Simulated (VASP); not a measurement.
# TiAl3 (d3) (I4/mmm) in VASP: a series of runs

Runs on TiAl3 (d3). Level: PBE+D3(BJ). Tasks: single point.

Everything below comes from runs of VASP 6.6.1. Logs are shortened: lines on timing, memory, paths and dates and some standing lists are left out, and cuts for length are marked.

## 1. The cell of the first run

It takes space group I4/mmm (No. 139, tetragonal). Conventional cell: a = 3.822 Å, b = 3.822 Å, c = 8.561 Å, α = 90.00°, β = 90.00°, γ = 90.00°. Within 3.6 Å of Ti (site symmetry 4/mmm) lie 12 Al at 2.70 to 2.87 Å. Al (site symmetry 4/mmm) has 4 Ti at 2.70 Å and 8 Al at 2.87 Å within 3.6 Å. Within 3.6 Å of Al (site symmetry -4m2) lie 8 Al at 2.70 to 2.87 Å and 4 Ti at 2.87 Å.

## 2. Single point, PBE+D3(BJ)

File INCAR:

```
ALGO = Normal
EDIFF = 1E-6
ENCUT = 520
GGA = PE
ISIF = 2
ISMEAR = 0
IVDW = 12
LASPH = True
LCHARG = False
LREAL = False
LWAVE = False
NBANDS = 18
NELM = 100
PREC = Accurate
SIGMA = 0.1
```

File KPOINTS:

```
k-points
0
Gamma
  6 6 6
```

File POSCAR:

```
TiAl3
1.0
   -1.9111067700      1.9111067700      4.2806687900
    1.9111067700     -1.9111067700      4.2806687900
    1.9111067700      1.9111067700     -4.2806687900
Ti Al
1 3
Direct
    0.0000000000      0.0000000000      0.0000000000
    0.5000000000      0.5000000000      0.0000000000
    0.7500000000      0.2500000000      0.5000000000
    0.2500000000      0.7500000000      0.5000000000
```

Potentials or basis: VASP PAW PBE potentials, release 64 (Ti_sv, Al).

Started as:

```bash
> cat potpaw_PBE.64/Ti_sv/POTCAR potpaw_PBE.64/Al/POTCAR > POTCAR
> mpirun -np 1 vasp_std > vasp.out
```

OUTCAR:

```text
EDIFF = 1E-6
   ENCUT = 520
   GGA = PE
   ISIF = 2
   ISMEAR = 0
   IVDW = 12
   LASPH = True
   LREAL = False
   NELM = 100
   PREC = Accurate
 IVDW          = 12

 ion  position               nearest neighbor table
   1  0.000  0.000  0.000-   2 2.70   2 2.70   2 2.70   2 2.70   4 2.87   3 2.87   4 2.87   4 2.87
                             3 2.87   3 2.87   4 2.87   3 2.87
   2  0.500  0.500  0.000-   1 2.70   1 2.70   1 2.70   1 2.70   4 2.87   3 2.87   4 2.87   3 2.87
                             4 2.87   4 2.87   3 2.87   3 2.87
   3  0.750  0.250  0.500-   4 2.70   4 2.70   4 2.70   4 2.70   2 2.87   1 2.87   2 2.87   1 2.87
                             2 2.87   2 2.87   1 2.87   1 2.87
   4  0.250  0.750  0.500-   3 2.70   3 2.70   3 2.70   3 2.70   2 2.87   1 2.87   2 2.87   2 2.87
                             1 2.87   1 2.87   2 2.87   1 2.87

  LATTYP: Found a body centered tetragonal cell.
 ALAT       =     3.8222135400
 C/A-ratio  =     2.2398899199

  Lattice vectors:

 A1 = (  -1.9111067700,   1.9111067700,   4.2806687900)
 A2 = (   1.9111067700,  -1.9111067700,   4.2806687900)
 A3 = (   1.9111067700,   1.9111067700,  -4.2806687900)

Analysis of symmetry for initial positions (statically):
=====================================================================
 Subroutine PRICEL returns:
 Original cell was already a primitive cell.

 Routine SETGRP: Setting up the symmetry group for a
 body centered tetragonal supercell.

 Subroutine GETGRP returns: Found 16 space group operations
 (whereof 16 operations were pure point group operations)
 out of a pool of 16 trial point group operations.

The static configuration has the point symmetry D_4h.

Analysis of symmetry for dynamics (positions and initial velocities):
=====================================================================
 Subroutine PRICEL returns:
 Original cell was already a primitive cell.

 Routine SETGRP: Setting up the symmetry group for a
 body centered tetragonal supercell.

 Subroutine GETGRP returns: Found 16 space group operations
 (whereof 16 operations were pure point group operations)
 out of a pool of 16 trial point group operations.

The dynamic configuration has the point symmetry D_4h.

 Subroutine INISYM returns: Found 16 space group operations
 (whereof 16 operations are pure point group operations),
 and found     1 'primitive' translations

----------------------------------------------------------------------------------------

                                     Primitive cell

  volume of cell :      62.5376

  direct lattice vectors                    reciprocal lattice vectors
    -1.911106770  1.911106770  4.280668790     0.000000000  0.261628501  0.116804178
     1.911106770 -1.911106770  4.280668790     0.261628501  0.000000000  0.116804178
     1.911106770  1.911106770 -4.280668790     0.261628501  0.261628501  0.000000000

  length of vectors
     5.062487873  5.062487873  5.062487873     0.286518217  0.286518217  0.369998575

  position of ions in fractional coordinates (direct lattice)
     0.000000000  0.000000000  0.000000000
     0.500000000  0.500000000  0.000000000
     0.750000000  0.250000000  0.500000000
     0.250000000  0.750000000  0.500000000

  ion indices of the primitive-cell ions
   primitive index   ion index
                 1           1
                 2           2
                 3           3
                 4           4

----------------------------------------------------------------------------------------

 KPOINTS: k-points

Automatic generation of k-mesh.
 Grid dimensions read from file:
 generate k-points for:    6    6    6

 Generating k-lattice:

  Cartesian coordinates                     Fractional coordinates (reciprocal lattice)
     0.000000000  0.043604750  0.019467363     0.166666667 -0.000000000  0.000000000
     0.043604750  0.000000000  0.019467363    -0.000000000  0.166666667  0.000000000
     0.043604750  0.043604750  0.000000000     0.000000000  0.000000000  0.166666667

  Length of vectors
     0.047753036  0.047753036  0.061666429

  Shift w.r.t. Gamma in fractional coordinates (k-lattice)
     0.000000000  0.000000000  0.000000000

 Subroutine IBZKPT returns following result:
 ===========================================

 Found     30 irreducible k-points:

 Following reciprocal coordinates:
            Coordinates               Weight
  0.000000  0.000000  0.000000      1.000000
  0.166667  0.000000  0.000000      8.000000
  0.333333 -0.000000  0.000000      8.000000
  0.500000 -0.000000  0.000000      4.000000
  0.166667  0.166667 -0.000000      8.000000
  0.333333  0.166667  0.000000     16.000000
[... 16 lines left out ...]
 -0.333333 -0.333333  0.166667      8.000000
 -0.166667 -0.333333  0.166667      8.000000
 [... further k-points ...]
   k-points           NKPTS =     30   k-points in BZ     NKDIM =     30   number of bands    NBANDS=     18
   number of dos      NEDOS =    301   number of ions     NIONS =      4
   total plane-waves  NPLWV =  64000
   dimension x,y,z NGX =    40 NGY =   40 NGZ =   40
   dimension x,y,z NGXF=    80 NGYF=   80 NGZF=   80
   ions per type =               1   3
   NGX,Y,Z   is equivalent  to a cutoff of  13.14, 13.14, 13.14 a.u.
   NGXF,Y,Z  is equivalent  to a cutoff of  26.27, 26.27, 26.27 a.u.
 SYSTEM =  unknown system
   PREC   = accura    normal or accurate (medium, high low for compatibility)
   ISTART =      0    job   : 0-new  1-cont  2-samecut
   ICHARG =      2    charge: 1-file 2-atom 10-const
   ISPIN  =      1    spin polarized calculation?
   LNONCOLLINEAR =      F non collinear calculations
   LSORBIT =      F    spin-orbit coupling
   LASPH  =      T    aspherical Exc in radial PAW
   ENCUT  =  520.0 eV  38.22 Ry    6.18 a.u.   9.41  9.41  9.41*2*pi/ulx,y,z
   NELM   =    100;   NELMIN=  2; NELMDL= -5     # of ELM steps
   EDIFF  = 0.1E-05   stopping-criterion for ELM
   LREAL  =      F    real-space projection
   EDIFFG = 0.1E-04   stopping-criterion for IOM
   NSW    =      0    number of steps for IOM
   IBRION =     -1    ionic relax: 0-MD 1-quasi-New 2-CG
   NFREE  =      0    steps in history (QN), initial steepest desc. (CG)
   ISIF   =      2    stress and relaxation
   ISYM   =      2    0-nonsym 1-usesym 2-fastsym
   POTIM  = 0.5000    time-step for ionic-motion
   TEBEG  =    0.0;   TEEND  =   0.0 temperature during run
   PSTRESS=    0.0 pullay stress
   NELECT =      21.0000    total number of electrons
   NUPDOWN=      -1.0000    fix difference up-down
   EMIN   =  10.00;   EMAX   =-10.00  energy-range for DOS
   EFERMI =   0.00;   METHOD = LEGACY
   ISMEAR =     0;   SIGMA  =   0.10  broadening in eV -4-tet -1-fermi 0-gaus
   EFERMI_NEDOS =   21; number of points for ismear=-14 and -15
   IALGO  =     38    algorithm
   IMIX   =      4    mixing-type and parameters
     AMIX     =   0.40;   BMIX     =  1.00
     AMIX_MAG =   1.60;   BMIX_MAG =  1.00
  volume/ion in A,a.u.               =      15.63       105.51
  Fermi-wavevector in a.u.,A,eV,Ry     =   1.137891  2.150303 17.616776  1.294796
  Thomas-Fermi vector in A             =   2.274596
   LORBIT       =      0    0 simple, 1 ext, 2 COOP (PROOUT), +10 PAW based schemes
   GGA     = PE    functional components
   LHFCALC =     F    Hartree Fock is set to
   AEXX    =    0.0000 exact exchange contribution
   IVDW    =    12    specifies the selected vdW correction
   LEPSILON=     F    determine dielectric tensor
   LRPA    =     F    only Hartree local field effects (RPA)
 non-spin polarized calculation
 Gauss-broadening in eV      SIGMA  =   0.10
  energy-cutoff  :      520.00
  volume of cell :       62.54
 maximum number of plane-waves:      1697
 NGX is ok and might be reduce to    40
   NGX = 19   NGY = 19   NGZ = 19

 number of electron      20.9999999 magnetization

 Free energy of the ion-electron system (eV)
  ---------------------------------------------------
  ext. energy  EPLUGINS =         0.00000000
  ---------------------------------------------------
  free energy    TOTEN  =       -20.66236943 eV

  energy without entropy =      -20.65584579  energy(sigma->0) =      -20.65910761

 E-fermi :   8.3743     XC(G=0): -10.7946

 val. band max:        8.3563877862   @ k =   0.3333  -0.0000   0.0000
 cond. band min:       8.4227815847   @ k =  -0.3333  -0.3333   0.1667
 fundamental gap:      0.0663937985
 Fermi energy:         8.3743379013

 k-point     1 :       0.0000    0.0000    0.0000
  band No.  band energies     occupation
      1     -48.0933      2.00000
      2     -24.4154      2.00000
      3     -24.4154      2.00000
      4     -24.3202      2.00000
      5      -1.7634      2.00000
      6       5.4978      2.00000
[... 10 lines left out ...]
     17      12.1937      0.00000
     18      12.1937      0.00000

 k-point     2 :       0.1667    0.0000    0.0000
  band No.  band energies     occupation
      1     -48.0930      2.00000
      2     -24.4224      2.00000
      3     -24.4149      2.00000
      4     -24.3198      2.00000
      5      -1.4173      2.00000
      6       4.6622      2.00000
[... 10 lines left out ...]
     17      12.3695      0.00000
     18      13.7310      0.00000

 k-point     3 :       0.3333   -0.0000    0.0000
  band No.  band energies     occupation
      1     -48.0923      2.00000
      2     -24.4364      2.00000
      3     -24.4140      2.00000
      4     -24.3192      2.00000
      5      -0.4082      2.00000
      6       3.1647      2.00000
[... 10 lines left out ...]
     17      13.2532      0.00000
     18      13.8107      0.00000

 k-point     4 :       0.5000   -0.0000    0.0000
  band No.  band energies     occupation
      1     -48.0919      2.00000
      2     -24.4434      2.00000
      3     -24.4135      2.00000
      4     -24.3189      2.00000
      5       1.0105      2.00000
      6       1.3771      2.00000
[... 10 lines left out ...]
     17      12.9339      0.00000
     18      14.0598      0.00000

 k-point     5 :       0.1667    0.1667   -0.0000
  band No.  band energies     occupation
      1     -48.0926      2.00000
      2     -24.4222      2.00000
      3     -24.4214      2.00000
      4     -24.3197      2.00000
      5      -0.9670      2.00000
      6       3.9529      2.00000
[... 10 lines left out ...]
     17      13.1628      0.00000
     18      13.8379      0.00000

 k-point     6 :       0.3333    0.1667    0.0000
  band No.  band energies     occupation
      1     -48.0920      2.00000
      2     -24.4356      2.00000
      3     -24.4206      2.00000
      4     -24.3189      2.00000
      5       0.1193      2.00000
      6       3.0310      2.00000
[... 10 lines left out ...]
     17      13.4912      0.00000
     18      14.3821      0.00000

 k-point     7 :       0.5000    0.1667   -0.0000
  band No.  band energies     occupation
      1     -48.0916      2.00000
      2     -24.4424      2.00000
      3     -24.4200      2.00000
      4     -24.3182      2.00000
      5       1.1344      2.00000
      6       1.8342      2.00000
[... 10 lines left out ...]
     17      13.2532      0.00000
     18      14.3560      0.00000

 k-point     8 :      -0.3333    0.1667   -0.0000
  band No.  band energies     occupation
      1     -48.0920      2.00000
      2     -24.4356      2.00000
      3     -24.4206      2.00000
      4     -24.3183      2.00000
      5      -0.2952      2.00000
      6       3.7458      2.00000
[... 10 lines left out ...]
     17      12.0845      0.00000
     18      14.5734      0.00000
[... 229 lines left out ...]
     17      12.3693      0.00000
     18      14.5013      0.00000

 k-point    20 :       0.5000    0.5000    0.1667
  band No.  band energies     occupation
      1     -48.0913      2.00000
      2     -24.4340      2.00000
      3     -24.4339      2.00000
      4     -24.3179      2.00000
      5       1.8448      2.00000
      6       2.4272      2.00000
[... 10 lines left out ...]
     17      13.1401      0.00000
     18      14.0751      0.00000

 k-point    21 :      -0.3333    0.5000    0.1667
  band No.  band energies     occupation
      1     -48.0920      2.00000
      2     -24.4356      2.00000
      3     -24.4207      2.00000
      4     -24.3194      2.00000
      5       0.8561      2.00000
      6       2.1999      2.00000
[... 10 lines left out ...]
     17      13.7273      0.00000
     18      14.3071      0.00000

 k-point    22 :      -0.1667    0.5000    0.1667
  band No.  band energies     occupation
      1     -48.0923      2.00000
      2     -24.4365      2.00000
      3     -24.4140      2.00000
      4     -24.3199      2.00000
      5       0.2026      2.00000
      6       2.4219      2.00000
[... 10 lines left out ...]
     17      13.2987      0.00000
     18      14.7300      0.00000

 k-point    23 :      -0.3333   -0.3333    0.1667
  band No.  band energies     occupation
      1     -48.0926      2.00000
      2     -24.4222      2.00000
      3     -24.4216      2.00000
      4     -24.3208      2.00000
      5      -0.3324      2.00000
      6       2.3396      2.00000
[... 10 lines left out ...]
     17      14.1199      0.00000
     18      14.3827      0.00000

 k-point    24 :      -0.1667   -0.3333    0.1667
  band No.  band energies     occupation
      1     -48.0929      2.00000
      2     -24.4225      2.00000
      3     -24.4150      2.00000
      4     -24.3210      2.00000
      5      -0.9750      2.00000
      6       2.9145      2.00000
[... 10 lines left out ...]
     17      13.4447      0.00000
     18      13.7439      0.00000

 [... further k-points ...]

------------------------ aborting loop because EDIFF is reached ----------------------------------------

 Edisp (eV)   -1.69992

 E8    (eV) :    -0.7756

  FORCE on cell =-STRESS in cart. coord.  units (eV):
  Direction    XX          YY          ZZ          XY          YZ          ZX
  --------------------------------------------------------------------------------------
  -------------------------------------------------------------------------------------
  Total      -1.01467    -1.01467    -0.94651     0.00000    -0.00000     0.00000
  in kB     -25.99526   -25.99526   -24.24908     0.00000    -0.00000     0.00000
  external pressure =      -25.41 kB  Pullay stress =        0.00 kB

 VOLUME and BASIS-vectors are now :
 -----------------------------------------------------------------------------
  energy-cutoff  :      520.00
  volume of cell :       62.54
      direct lattice vectors                 reciprocal lattice vectors
    -1.911106770  1.911106770  4.280668790     0.000000000  0.261628501  0.116804178
     1.911106770 -1.911106770  4.280668790     0.261628501  0.000000000  0.116804178
     1.911106770  1.911106770 -4.280668790     0.261628501  0.261628501  0.000000000

 POSITION                                       TOTAL-FORCE (eV/Angst)
 -----------------------------------------------------------------------------------
      0.00000      0.00000      0.00000        -0.000000     -0.000000     -0.000000
      0.00000      0.00000      4.28067        -0.000000     -0.000000     -0.000000
      0.00000      1.91111      2.14033        -0.000000      0.000000     -0.000000
      1.91111      0.00000      2.14033         0.000000     -0.000000      0.000000
 -----------------------------------------------------------------------------------
    total drift:                               -0.000000     -0.000000     -0.000000

  FREE ENERGIE OF THE ION-ELECTRON SYSTEM (eV)
  ---------------------------------------------------
  free  energy   TOTEN  =       -22.3622916055 eV

  energy  without entropy=      -22.3557679578  energy(sigma->0) =      -22.35902978
```

It took 34 s on 1 thread of Intel Xeon 6975P-C (Granite Rapids), shared host; peak memory 0.24 GiB.

Results:

```
Free energy                : -22.3623 eV
Pressure                   : -2.5 GPa
Dispersion energy per atom : -0.425 eV
```

Stress tensor (GPa, compression positive):
```
-2.60  0.00  0.00
 0.00 -2.60  0.00
 0.00  0.00 -2.42
```

Caveat: the k points lie up to 0.39 Å⁻¹ apart; pairwise dispersion overbinds metals, which lowers pressure and volume.

## 3. Single point, PBE+D3(BJ)

This run uses another cell than the first one, of 15.29 Å³/atom, 0.978 times its volume.

File INCAR:

```
PREC = Accurate
ENCUT = 520
EDIFF = 1E-6
ISMEAR = 0
SIGMA = 0.1
LREAL = False
LASPH = True
NELM = 80
ALGO = Fast
ISIF = 2
LWAVE = False
LCHARG = False
GGA = PE
IVDW = 12
NBANDS = 18
```

File KPOINTS:

```
Automatic mesh
0
Gamma
  16 16 16
```

File POSCAR:

```
TiAl3
1.0
   -1.8970914640      1.8970914640      4.2478858112
    1.8970914640     -1.8970914640      4.2478858112
    1.8970914640      1.8970914640     -4.2478858112
Ti Al
1 3
Direct
    0.0000000000      0.0000000000      0.0000000000
    0.5000000000      0.5000000000      0.0000000000
    0.7500000000      0.2500000000      0.5000000000
    0.2500000000      0.7500000000      0.5000000000
```

Potentials or basis: VASP PAW PBE potentials, release 64 (Ti_sv, Al).

Started as:

```bash
> cat potpaw_PBE.64/Ti_sv/POTCAR potpaw_PBE.64/Al/POTCAR > POTCAR
> mpirun -np 1 vasp_std > vasp.out
```

Run time: 12 min. Hardware: 1 thread of Intel Xeon 6975P-C (Granite Rapids), shared host; peak memory 0.52 GiB.

The run converged. Its results:

```
Free energy                : -22.3683 eV
Pressure                   : 0.0 GPa
Dispersion energy per atom : -0.435 eV
```

Levels at points of the mesh, in eV from the Fermi level:
| k point | band 7 | band 8 | band 9 | band 10 | band 11 | band 12 | band 13 | band 14 | band 15 | band 16 |
| --- | --- | --- | --- | --- | --- | --- | --- | --- | --- | --- |
| (0.00, 0.00, 0.00) | -2.67 | -1.46 | -1.26 | -1.26 | 0.85 | 1.79 | 1.79 | 2.24 | 2.61 | 3.93 |
| (0.50, 0.00, 0.00) | -3.68 | -2.96 | -1.09 | -0.28 | 0.52 | 1.88 | 2.12 | 2.80 | 3.22 | 4.61 |
| (0.50, 0.50, 0.00) | -4.43 | -3.84 | -2.74 | -2.23 | -1.02 | 1.84 | 2.02 | 2.74 | 2.92 | 3.32 |
| (0.50, 0.50, 0.50) | -2.05 | -0.93 | -0.93 | -0.25 | 0.72 | 0.72 | 0.98 | 3.12 | 5.94 | 6.25 |

Caveat: pairwise dispersion overbinds metals, which lowers pressure and volume.
